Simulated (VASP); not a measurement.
# HgRu (Fm-3m) in VASP: further runs, part 2 of 2

VASP 6.6.1. The steps go on from the part before.

## (3) Single point, PBE

This run uses another cell than the first one, of 19.83 Å³/atom.

File INCAR:

```
PREC     = Accurate       # precision mode
ENCUT    = 520            # plane-wave cutoff, eV
EDIFF    = 1E-6           # SCF threshold, eV
ISMEAR   = 0              # smearing method
SIGMA    = 0.1            # smearing width, eV
LREAL    = False          # projectors in reciprocal space
LASPH    = True           # aspherical terms in the spheres
NELM     = 80             # most SCF steps
ALGO     = Fast           # electronic algorithm
ISIF     = 2              # what is computed and relaxed
LWAVE    = False          # write WAVECAR
LCHARG   = False          # write CHGCAR
GGA      = PE             # functional
NBANDS   = 20             # bands
```

File KPOINTS:

```
regular mesh
0
Gamma
  18 18 18
```

File POSCAR:

```
HgRu
1.0
    0.0000000000      2.7066892454      2.7066892454
    2.7066892454      0.0000000000      2.7066892454
    2.7066892454      2.7066892454      0.0000000000
Hg Ru
1 1
Direct
    0.0000000000      0.0000000000      0.0000000000
    0.5000000000      0.5000000000      0.5000000000
```

Potentials or basis: VASP PAW PBE potentials, release 64 (Hg, Ru_pv).

Launch:

```console
cat potpaw_PBE.64/Hg/POTCAR potpaw_PBE.64/Ru_pv/POTCAR > POTCAR
mpirun -np 1 vasp_std > vasp.out
```

OUTCAR:

```text
PREC = Accurate
   ENCUT = 520
   EDIFF = 1E-6
   ISMEAR = 0
   LREAL = False
   LASPH = True
   NELM = 80
   ISIF = 2
   GGA = PE

 ion  position               nearest neighbor table
   1  0.000  0.000  0.000-   2 2.71   2 2.71   2 2.71   2 2.71   2 2.71   2 2.71
   2  0.500  0.500  0.500-   1 2.71   1 2.71   1 2.71   1 2.71   1 2.71   1 2.71

  LATTYP: Found a face centered cubic cell.
 ALAT       =     5.4133784908

  Lattice vectors:

 A1 = (   0.0000000000,   2.7066892454,   2.7066892454)
 A2 = (   2.7066892454,   0.0000000000,   2.7066892454)
[... 190 lines left out ...]
      5      -2.2720      2.00000
      6      -2.2720      2.00000
[... 541 lines left out ...]
     19      17.2410      0.00000
     20      17.6889      0.00000

 [... further k-points ...]
[... 5 lines left out ...]
  --------------------------------------------------------------------------------------
  -------------------------------------------------------------------------------------
  Total        0.2164724      0.2164724      0.2164724     -0.0000000     -0.0000000     -0.0000000
  in kB        8.7451645      8.7451645      8.7451645     -0.0000000     -0.0000000     -0.0000000
  external PRESSURE =       8.7451645 kB  Pullay stress =       0.0000000 kB

 VOLUME and BASIS-vectors are now :
 -----------------------------------------------------------------------------
  energy-cutoff  :      520.00
  volume of cell :       39.66
      direct lattice vectors                 reciprocal lattice vectors
     0.000000000  2.706689245  2.706689245    -0.184727523  0.184727523  0.184727523
     2.706689245  0.000000000  2.706689245     0.184727523 -0.184727523  0.184727523
     2.706689245  2.706689245  0.000000000     0.184727523  0.184727523 -0.184727523

 POSITION                                       TOTAL-FORCE (eV/Angst)
 -----------------------------------------------------------------------------------
      0.00000      0.00000      0.00000        -0.000000     -0.000000     -0.000000
      2.70669      2.70669      2.70669         0.000000      0.000000      0.000000
 -----------------------------------------------------------------------------------
    total drift:                                0.000000      0.000000      0.000000

  FREE ENERGIE OF THE ION-ELECTRON SYSTEM (eV)
  ---------------------------------------------------
  free  energy   TOTEN  =        -6.8557704771 eV

  energy  without entropy=       -6.8345722197  energy(sigma->0) =       -6.84517135
```

OSZICAR:

```text
N       E                     dE             d eps       ncg     rms          rms(c)
DAV:   1     0.233382087845E+03    0.23338E+03   -0.15470E+04  7920   0.133E+03
DAV:   2    -0.244302577721E+01   -0.23583E+03   -0.22877E+03  8040   0.378E+02
DAV:   3    -0.717895795862E+01   -0.47359E+01   -0.47014E+01  8912   0.602E+01
DAV:   4    -0.720498480171E+01   -0.26027E-01   -0.25994E-01  9944   0.402E+00
DAV:   5    -0.720526601164E+01   -0.28121E-03   -0.27893E-03  8628   0.360E-01    0.875E+00
RMM:   6    -0.688450476275E+01    0.32076E+00   -0.62340E-01  7854   0.629E+00    0.584E+00
RMM:   7    -0.685913238549E+01    0.25372E-01   -0.64571E-02  8222   0.163E+00    0.277E+00
RMM:   8    -0.685571756421E+01    0.34148E-02   -0.75871E-03  8515   0.869E-01    0.172E-01
RMM:   9    -0.685575471768E+01   -0.37153E-04   -0.57506E-04  8827   0.204E-01    0.790E-02
RMM:  10    -0.685576014805E+01   -0.54304E-05   -0.82937E-05  8889   0.910E-02    0.404E-02
RMM:  11    -0.685577072122E+01   -0.10573E-04   -0.21383E-05  8855   0.463E-02    0.392E-03
RMM:  12    -0.685577047715E+01    0.24407E-06   -0.32949E-06  6401   0.146E-02
   1 F= -.68557705E+01 E0= -.68451713E+01  d E =-.211983E-01
```

stdout:

```text
POSCAR found type information on POSCAR HgRu
 POSCAR found :  2 types and       2 ions
 scaLAPACK will be used
 LDA part: xc-table for (Slater+PW92), standard interpolation
 POSCAR, INCAR and KPOINTS ok, starting setup
 FFT: planning ... GRIDC
 FFT: planning ... GRID_SOFT
 FFT: planning ... GRID
 WAVECAR not read
 entering main loop
```

Run time: 1.8 min. Hardware: 1 thread of Oxide Virtual Turin-like, shared host; peak memory 0.24 GiB.

Results:

```
Free energy            : -6.8558 eV
Pressure               : 0.9 GPa
Band gap on the k mesh : zero (bands 13 and 14 overlap by 1.06 eV)
```

Caveat: spin-orbit coupling is left out, which moves the levels of the heavy elements.

## (4) Relaxation of cell and atoms, PBE

File INCAR:

```
  ALGO = Fast
  EDIFF = 1E-7
  EDIFFG = -0.01
  ENCUT = 600
  GGA = PE
  IBRION = 2
  ISIF = 3
  ISMEAR = 0
  LASPH = T
  LCHARG = F
  LREAL = F
  LWAVE = F
  NELM = 60
  NSW = 100
  PREC = Accurate
  SIGMA = 0.1
```

File KPOINTS:

```
k-points
0
Gamma
  18 18 18
```

File POSCAR:

```
HgRu
1.0
    0.0000000000      2.7224788400      2.7224788400
    2.7224788400      0.0000000000      2.7224788400
    2.7224788400      2.7224788400      0.0000000000
Hg Ru
1 1
Direct
    0.0000000000      0.0000000000      0.0000000000
    0.5000000000      0.5000000000      0.5000000000
```

Potentials or basis: VASP PAW PBE potentials, release 64 (Hg, Ru_pv).

Launch:

```console
cat potpaw_PBE.64/Hg/POTCAR potpaw_PBE.64/Ru_pv/POTCAR > POTCAR
mpirun -np 1 vasp_std > vasp.out
```

OUTCAR:

```text
EDIFF = 1E-7
   EDIFFG = -0.01
   ENCUT = 600
   GGA = PE
   IBRION = 2
   ISIF = 3
   ISMEAR = 0
   LASPH = T
   LREAL = F
   NELM = 60
   NSW = 100
   PREC = Accurate

 ion  position               nearest neighbor table
   1  0.000  0.000  0.000-   2 2.72   2 2.72   2 2.72   2 2.72   2 2.72   2 2.72
   2  0.500  0.500  0.500-   1 2.72   1 2.72   1 2.72   1 2.72   1 2.72   1 2.72

  LATTYP: Found a face centered cubic cell.
 ALAT       =     5.4449576800

  Lattice vectors:

 A1 = (   0.0000000000,   2.7224788400,   2.7224788400)
 A2 = (   2.7224788400,   0.0000000000,   2.7224788400)
 A3 = (   2.7224788400,   2.7224788400,   0.0000000000)

Analysis of symmetry for initial positions (statically):
=====================================================================
 Subroutine PRICEL returns:
 Original cell was already a primitive cell.

 Routine SETGRP: Setting up the symmetry group for a
 face centered cubic supercell.

 Subroutine GETGRP returns: Found 48 space group operations
 (whereof 48 operations were pure point group operations)
 out of a pool of 48 trial point group operations.

The static configuration has the point symmetry O_h .

Analysis of symmetry for dynamics (positions and initial velocities):
=====================================================================
 Subroutine PRICEL returns:
 Original cell was already a primitive cell.

 Routine SETGRP: Setting up the symmetry group for a
 face centered cubic supercell.

 Subroutine GETGRP returns: Found 48 space group operations
 (whereof 48 operations were pure point group operations)
 out of a pool of 48 trial point group operations.

The dynamic configuration has the point symmetry O_h .

 Subroutine INISYM returns: Found 48 space group operations
 (whereof 48 operations are pure point group operations),
 and found     1 'primitive' translations

----------------------------------------------------------------------------------------

                                     Primitive cell

  volume of cell :      40.3574

  direct lattice vectors                    reciprocal lattice vectors
     0.000000000  2.722478840  2.722478840    -0.183656157  0.183656157  0.183656157
     2.722478840  0.000000000  2.722478840     0.183656157 -0.183656157  0.183656157
     2.722478840  2.722478840  0.000000000     0.183656157  0.183656157 -0.183656157

  length of vectors
     3.850166499  3.850166499  3.850166499     0.318101794  0.318101794  0.318101794

  position of ions in fractional coordinates (direct lattice)
     0.000000000  0.000000000  0.000000000
     0.500000000  0.500000000  0.500000000

  ion indices of the primitive-cell ions
   primitive index   ion index
                 1           1
                 2           2

----------------------------------------------------------------------------------------

 KPOINTS: k-points

Automatic generation of k-mesh.
 Grid dimensions read from file:
 generate k-points for:   18   18   18

 Generating k-lattice:

  Cartesian coordinates                     Fractional coordinates (reciprocal lattice)
    -0.010203120  0.010203120  0.010203120     0.055555556  0.000000000  0.000000000
     0.010203120 -0.010203120  0.010203120     0.000000000  0.055555556  0.000000000
     0.010203120  0.010203120 -0.010203120     0.000000000  0.000000000  0.055555556

  Length of vectors
     0.017672322  0.017672322  0.017672322

  Shift w.r.t. Gamma in fractional coordinates (k-lattice)
     0.000000000  0.000000000  0.000000000

 Subroutine IBZKPT returns following result:
 ===========================================

 Found    195 irreducible k-points:

 Following reciprocal coordinates:
            Coordinates               Weight
  0.000000  0.000000  0.000000      1.000000
  0.055556  0.000000  0.000000      8.000000
  0.111111  0.000000  0.000000      8.000000
  0.166667  0.000000  0.000000      8.000000
  0.222222  0.000000  0.000000      8.000000
  0.277778  0.000000  0.000000      8.000000
[... 16 lines left out ...]
 -0.277778  0.055556  0.000000     24.000000
 -0.222222  0.055556  0.000000     24.000000
 [... further k-points ...]
   k-points           NKPTS =    195   k-points in BZ     NKDIM =    195   number of bands    NBANDS=     17
   number of dos      NEDOS =    301   number of ions     NIONS =      2
   total plane-waves  NPLWV =  32768
   dimension x,y,z NGX =    32 NGY =   32 NGZ =   32
   dimension x,y,z NGXF=    64 NGYF=   64 NGZF=   64
   ions per type =               1   1
   NGX,Y,Z   is equivalent  to a cutoff of  13.82, 13.82, 13.82 a.u.
   NGXF,Y,Z  is equivalent  to a cutoff of  27.63, 27.63, 27.63 a.u.
 SYSTEM =  unknown system
   PREC   = accura    normal or accurate (medium, high low for compatibility)
   ISTART =      0    job   : 0-new  1-cont  2-samecut
   ICHARG =      2    charge: 1-file 2-atom 10-const
   ISPIN  =      1    spin polarized calculation?
   LNONCOLLINEAR =      F non collinear calculations
   LSORBIT =      F    spin-orbit coupling
   LASPH  =      T    aspherical Exc in radial PAW
   ENCUT  =  600.0 eV  44.10 Ry    6.64 a.u.   7.69  7.69  7.69*2*pi/ulx,y,z
   NELM   =     60;   NELMIN=  2; NELMDL= -5     # of ELM steps
   EDIFF  = 0.1E-06   stopping-criterion for ELM
   LREAL  =      F    real-space projection
   EDIFFG = -.1E-01   stopping-criterion for IOM
   NSW    =    100    number of steps for IOM
   IBRION =      2    ionic relax: 0-MD 1-quasi-New 2-CG
   NFREE  =      1    steps in history (QN), initial steepest desc. (CG)
   ISIF   =      3    stress and relaxation
   ISYM   =      2    0-nonsym 1-usesym 2-fastsym
   POTIM  = 0.5000    time-step for ionic-motion
   TEBEG  =    0.0;   TEEND  =   0.0 temperature during run
   PSTRESS=    0.0 pullay stress
   NELECT =      26.0000    total number of electrons
   NUPDOWN=      -1.0000    fix difference up-down
   EMIN   =  10.00;   EMAX   =-10.00  energy-range for DOS
   EFERMI =   0.00;   METHOD = LEGACY
   ISMEAR =     0;   SIGMA  =   0.10  broadening in eV -4-tet -1-fermi 0-gaus
   EFERMI_NEDOS =   21; number of points for ismear=-14 and -15
   IALGO  =     68    algorithm
   IMIX   =      4    mixing-type and parameters
     AMIX     =   0.40;   BMIX     =  1.00
     AMIX_MAG =   1.60;   BMIX_MAG =  1.00
  volume/ion in A,a.u.               =      20.18       136.17
  Fermi-wavevector in a.u.,A,eV,Ry     =   1.413920  2.671921 27.200347  1.999169
  Thomas-Fermi vector in A             =   2.535516
   LORBIT       =      0    0 simple, 1 ext, 2 COOP (PROOUT), +10 PAW based schemes
   GGA     = PE    functional components
   LHFCALC =     F    Hartree Fock is set to
   AEXX    =    0.0000 exact exchange contribution
   IVDW    =     0    specifies the selected vdW correction
   LEPSILON=     F    determine dielectric tensor
   LRPA    =     F    only Hartree local field effects (RPA)
 conjugate gradient relaxation of ions
 non-spin polarized calculation
 RMM-DIIS sequential band-by-band and
 Gauss-broadening in eV      SIGMA  =   0.10
  energy-cutoff  :      600.00
  volume of cell :       40.36
 maximum number of plane-waves:      1371
   NGX = 15   NGY = 15   NGZ = 15

--------------------------------------- Ionic step        1  -------------------------------------------

 number of electron      25.9999999 magnetization

 Free energy of the ion-electron system (eV)
  ---------------------------------------------------
  ext. energy  EPLUGINS =         0.00000000
  ---------------------------------------------------
  free energy    TOTEN  =        -6.85561918 eV

  energy without entropy =       -6.83341859  energy(sigma->0) =       -6.84451888

------------------------ aborting loop because EDIFF is reached ----------------------------------------

  FORCE on cell =-STRESS in cart. coord.  units (eV):
  Direction    XX          YY          ZZ          XY          YZ          ZX
  --------------------------------------------------------------------------------------
  -------------------------------------------------------------------------------------
  Total       -0.2862480     -0.2862480     -0.2862480      0.0000000      0.0000000      0.0000000
  in kB      -11.3639569    -11.3639569    -11.3639569      0.0000000      0.0000000      0.0000000
  external PRESSURE =     -11.3639569 kB  Pullay stress =       0.0000000 kB
[... 59 lines left out ...]
--------------------------------------- Ionic step        3  -------------------------------------------

 number of electron      25.9999998 magnetization

 Free energy of the ion-electron system (eV)
  ---------------------------------------------------
  ext. energy  EPLUGINS =         0.00000000
  ---------------------------------------------------
  free energy    TOTEN  =        -6.85709732 eV

  energy without entropy =       -6.83548264  energy(sigma->0) =       -6.84628998

 E-fermi :   5.0292     XC(G=0): -11.6955

 val. band max:        5.0282312584   @ k =  -0.3333   0.4444   0.1667
 cond. band min:       5.0313899250   @ k =  -0.3889   0.4444   0.1111
 fundamental gap:      0.0031586667
 Fermi energy:         5.0291734657

 k-point     1 :       0.0000    0.0000    0.0000
  band No.  band energies     occupation
      1     -36.6920      2.00000
      2     -36.6920      2.00000
      3     -36.6920      2.00000
      4      -2.8189      2.00000
      5      -2.3137      2.00000
      6      -2.3137      2.00000
[... 457 lines left out ...]
      4      -2.1333      2.00000
      5      -1.9936      2.00000
      6      -1.9669      2.00000
[... 9 lines left out ...]
     16      13.3907      0.00000
     17      15.3180      0.00000

 [... further k-points ...]
[... 5 lines left out ...]
  --------------------------------------------------------------------------------------
  -------------------------------------------------------------------------------------
  Total       -0.0013501     -0.0013501     -0.0013501      0.0000000      0.0000000     -0.0000000
  in kB       -0.0541442     -0.0541442     -0.0541442      0.0000000      0.0000000     -0.0000000
  external PRESSURE =      -0.0541442 kB  Pullay stress =       0.0000000 kB
[... 17 lines left out ...]
  FREE ENERGIE OF THE ION-ELECTRON SYSTEM (eV)
  ---------------------------------------------------
  free  energy   TOTEN  =        -6.8570973204 eV

  energy  without entropy=       -6.8354826387  energy(sigma->0) =       -6.84628998

 reached required accuracy - stopping structural energy minimisation
```

OSZICAR:

```text
N       E                     dE             d eps       ncg     rms          rms(c)
DAV:   1     0.247587091282E+03    0.24759E+03   -0.17062E+04  6694   0.174E+03
DAV:   2    -0.181585343262E+01   -0.24940E+03   -0.24496E+03  7019   0.445E+02
DAV:   3    -0.715260491724E+01   -0.53368E+01   -0.52559E+01  7374   0.716E+01
[... 28 lines left out ...]
RMM:   4    -0.685709588208E+01    0.25988E-03   -0.16098E-03  6630   0.319E-01    0.233E-01
RMM:   5    -0.685709858731E+01   -0.27052E-05   -0.29251E-04  6630   0.174E-01    0.268E-02
RMM:   6    -0.685709635589E+01    0.22314E-05   -0.61736E-05  6630   0.646E-02    0.117E-02
RMM:   7    -0.685709675296E+01   -0.39708E-06   -0.85241E-06  6656   0.327E-02    0.835E-03
RMM:   8    -0.685709729356E+01   -0.54060E-06   -0.17123E-06  6601   0.112E-02    0.170E-03
RMM:   9    -0.685709732041E+01   -0.26840E-07   -0.34471E-07  4489   0.497E-03
   3 F= -.68570973E+01 E0= -.68462900E+01  d E =-.147814E-02
```

Wall time 6.2 min (1 thread of Oxide Virtual Turin-like, shared host); peak memory 0.29 GiB.

What came out:

| Item | Value |
| --- | --- |
| Free energy | -6.8571 eV |
| Relaxed volume | 19.98 Å³/atom |
| Relaxed cell | a = 3.837 Å, b = 3.837 Å, c = 3.837 Å, α = 60.00°, β = 60.00°, γ = 60.00° |
| Space group after relaxing (to 0.1 Å) | Fm-3m (No. 225) |
| Energy gained by relaxing | 0.7 meV/atom |
| Ionic steps | 3 |
| Pressure after relaxing | 0.0 GPa |
| Band gap on the k mesh | zero (bands 13 and 14 overlap by 1.04 eV) |

The path:
```
step  energy change (eV)  largest force (eV/Å)  pressure (GPa)  volume (Å³)
   1              0.0000                0.0000           -1.14        40.36
   2              0.0002                0.0000            1.28        39.53
   3             -0.0015                0.0000           -0.01        39.95
```

Final structure:
```
Hg Ru
1.0
     0.00000    2.71329    2.71329
     2.71329    0.00000    2.71329
     2.71329    2.71329    0.00000
Hg Ru
1 1
Direct
  0.00000 0.00000 0.00000
  0.50000 0.50000 0.50000
```

Caveat: spin-orbit coupling is left out, which moves the levels of the heavy elements.

## (5) The runs side by side

| task | cell | k mesh | cutoff (eV) | gap on the mesh (eV) | pressure (GPa) |
| --- | --- | --- | --- | --- | --- |
| single point | a = 3.850 Å, angles 60.0°, 2 atoms | 6 × 6 × 6 | 520 | none | -1.5 |
| single point | a = 3.828 Å, angles 60.0°, 2 atoms | 18 × 18 × 18 | 520 | none | 0.9 |
| relaxation of cell and atoms | relaxed from a = 3.850 Å, angles 60.0°, 2 atoms | 18 × 18 × 18 | 600 | none | 0.0 |

Alike in all rows: level PBE; potentials or basis VASP PAW PBE potentials, release 64 (Hg, Ru_pv); no spin polarisation; smearing gaussian 0.1 eV.

Caveats: spin-orbit coupling is left out, which moves the levels of the heavy elements.

Absolute energies hang on the potentials; compare differences alone.

The gap in the log of VASP goes by the Fermi energy; the results here count the filled bands.